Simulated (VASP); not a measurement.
Wanted: the native input for a VASP 6.6.1 run.

```
Task                   : single point
Functional             : PBEsol
Potentials or basis    : VASP PAW PBE potentials, release 64 (Zn, Au)
Cutoff                 : 520 eV
k mesh                 : 10 × 10 × 10
Occupations            : fermi-dirac, width 0.1 eV
Spin                   : no spin polarisation
Dipole correction      : no
Further INCAR settings : ALGO = Normal; EDIFF = 1e-06; NBANDS = 18
```

The structure of ZnAu lies in POSCAR:

```
ZnAu
1.0
    3.1470000000      0.0000000000      0.0000000000
    0.0000000000      3.1470000000      0.0000000000
    0.0000000000      0.0000000000      3.1470000000
Zn Au
1 1
Direct
    0.5000000000      0.5000000000      0.5000000000
    0.0000000000      0.0000000000      0.0000000000
```

The input as run:

INCAR

```
  PREC = Accurate
  ENCUT = 520
  EDIFF = 1E-6
  ISMEAR = -1
  SIGMA = 0.1
  LREAL = False
  LASPH = True
  NELM = 80
  ALGO = Normal
  ISIF = 2
  LWAVE = False
  LCHARG = False
  GGA = PS
  NBANDS = 18
```

KPOINTS

```
regular mesh
0
Gamma
  10 10 10
```

Potentials or basis: VASP PAW PBE potentials, release 64 (Zn, Au).

Run with:

```console
$ cat potpaw_PBE.64/Zn/POTCAR potpaw_PBE.64/Au/POTCAR > POTCAR
$ mpirun -np 1 vasp_std > vasp.out
```

It gave:

```
Pressure : -2.4 GPa
```

Caveat: the PAW data sets were made with another functional, which shifts forces and pressure a little.

Run time: 10 s on 1 thread of AMD EPYC 9R45 96-Core Processor (Zen 5), with other jobs on the host, peak memory 0.13 GiB.
